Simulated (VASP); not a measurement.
A run of VASP 6.6.1 is set up as follows.

File INCAR:

```
SYSTEM = InP
PREC = Accurate ; ENCUT = 520
EDIFF = 1E-6 ; ISMEAR = -1
SIGMA = 0.01 ; LREAL = .FALSE.
LASPH = .TRUE. ; NELM = 150
ALGO = Normal ; ISIF = 2
LWAVE = .FALSE. ; LCHARG = .FALSE.
MAGMOM = 0 0 0 0 0 0 ; LORBIT = 11
LSORBIT = .TRUE. ; GGA_COMPAT = .FALSE.
LORBMOM = .TRUE. ; GGA = PS
NBANDS = 30
```

The input KPOINTS:

```
Automatic mesh
0
G
  8 8 8
  0 0 0
```

The input POSCAR:

```
InP
1.0
    2.9245857483      2.9245857483      0.0000000000
   -2.9245857483      2.9245857483      0.0000000000
    0.0000000000      2.9245857483      2.9552071279
In P
1 1
Direct
    0.0000000000      0.0000000000      0.0000000000
    0.7500000000      0.2500000000      0.5000000000
```

Potentials or basis: VASP PAW PBE potentials, release 64 (In_d, P).

Run with:

```console
$ cat potpaw_PBE.64/In_d/POTCAR potpaw_PBE.64/P/POTCAR > POTCAR
$ mpirun -np 1 vasp_ncl > vasp.out
```

**Question.** Predict the net moment.

**Answer.** 0.00 μB per cell.

**Question.** What does it give for the pressure?

**Answer.** 0.2 GPa.

Stress tensor (GPa, compression positive):
```
 0.39  0.00  0.00
 0.00  0.39  0.00
 0.00  0.00 -0.06
```

Caveat: the cell differs from its parent crystal (film at in-plane strain -0.005); the PAW data sets were made with another functional, which shifts forces and pressure a little.
